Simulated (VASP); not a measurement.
Set up this calculation in VASP 6.6.1, as the native input.

- Task: single point
- Functional: r2SCAN
- Potentials or basis: VASP PAW PBE potentials, release 64 (Ce, B, Cr_pv, C)
- Cutoff: 520 eV
- k mesh: 6 × 6 × 5
- Occupations: fermi-dirac, width 0.1 eV
- Spin: no spin polarisation
- Dipole correction: no
- Further INCAR settings: ALGO = Normal; EDIFF = 1e-07; NBANDS = 32

The system is CeCr2B2C.

```
CELL_PARAMETERS angstrom
3.76288 0.00000 0.00000
0.00000 3.76288 0.00000
0.00000 0.00000 4.95624
ATOMIC_POSITIONS crystal
Ce 0.00000 0.00000 0.00000
B 0.50000 0.50000 0.22400
B 0.50000 0.50000 0.77600
Cr 0.00000 0.50000 0.50000
Cr 0.50000 0.00000 0.50000
C 0.00000 0.00000 0.50000
```

One way to write it, as run:

POSCAR

```
CeCr2B2C
1.0
    3.7628760000      0.0000000000      0.0000000000
    0.0000000000      3.7628760000      0.0000000000
    0.0000000000      0.0000000000      4.9562350000
Ce B Cr C
1 2 2 1
Direct
    0.0000000000      0.0000000000      0.0000000000
    0.5000000000      0.5000000000      0.2240000000
    0.5000000000      0.5000000000      0.7760000000
    0.0000000000      0.5000000000      0.5000000000
    0.5000000000      0.0000000000      0.5000000000
    0.0000000000      0.0000000000      0.5000000000
```

INCAR.step1

```
SYSTEM = CeCr2B2C
PREC     = Accurate       ! precision mode
ENCUT    = 520            ! plane-wave cutoff, eV
ISMEAR   = -1             ! smearing method
SIGMA    = 0.1            ! smearing width, eV
LREAL    = .FALSE.        ! projectors in reciprocal space
LASPH    = .TRUE.         ! aspherical terms in the spheres
NELM     = 100            ! most SCF steps
NBANDS   = 32             ! bands
GGA      = PE             ! functional
ALGO     = Normal         ! electronic algorithm
EDIFF    = 1E-4           ! SCF threshold, eV
LWAVE    = .TRUE.         ! write WAVECAR
LCHARG   = .FALSE.        ! write CHGCAR
```

INCAR.step2

```
SYSTEM = CeCr2B2C
PREC     = Accurate       ! precision mode
ENCUT    = 520            ! plane-wave cutoff, eV
EDIFF    = 1E-7           ! SCF threshold, eV
ISMEAR   = -1             ! smearing method
SIGMA    = 0.1            ! smearing width, eV
LREAL    = .FALSE.        ! projectors in reciprocal space
LASPH    = .TRUE.         ! aspherical terms in the spheres
NELM     = 100            ! most SCF steps
ALGO     = Normal         ! electronic algorithm
ISIF     = 2              ! what is computed and relaxed
LWAVE    = .FALSE.        ! write WAVECAR
LCHARG   = .TRUE.         ! write CHGCAR
METAGGA  = R2SCAN         ! meta-GGA
LMIXTAU  = .TRUE.       
LELF     = .TRUE.         ! ELF
LVHAR    = .TRUE.       
NBANDS   = 32             ! bands
ISTART   = 1
```

KPOINTS

```
Automatic mesh
0
G
  6 6 5
  0 0 0
```

Potentials or basis: VASP PAW PBE potentials, release 64 (Ce, B, Cr_pv, C).

Launch:

```sh
$ cat potpaw_PBE.64/Ce/POTCAR potpaw_PBE.64/B/POTCAR potpaw_PBE.64/Cr_pv/POTCAR potpaw_PBE.64/C/POTCAR > POTCAR
$ cp INCAR.step1 INCAR
$ mpirun -np 1 vasp_std > vasp.out
$ cp INCAR.step2 INCAR
$ mpirun -np 1 vasp_std > vasp.out
```

It gave:

The pressure is -0.4 GPa. The largest force is 0.226 eV/Å and the band gap on the k mesh is zero (bands 23 and 24 overlap by 0.44 eV).

Caveat: the PAW data sets were made with another functional, which shifts forces and pressure a little; spin-orbit coupling is left out, which moves the levels of the heavy elements; the run has no spin polarisation, though such a crystal can be magnetic; semilocal functionals describe open f shells poorly, which spoils levels, moments and volumes.

It took 7.7 min on 1 thread of AMD EPYC 7R43 64-Core Processor (Zen 3), with other jobs on the host, peak memory 0.2 GiB.
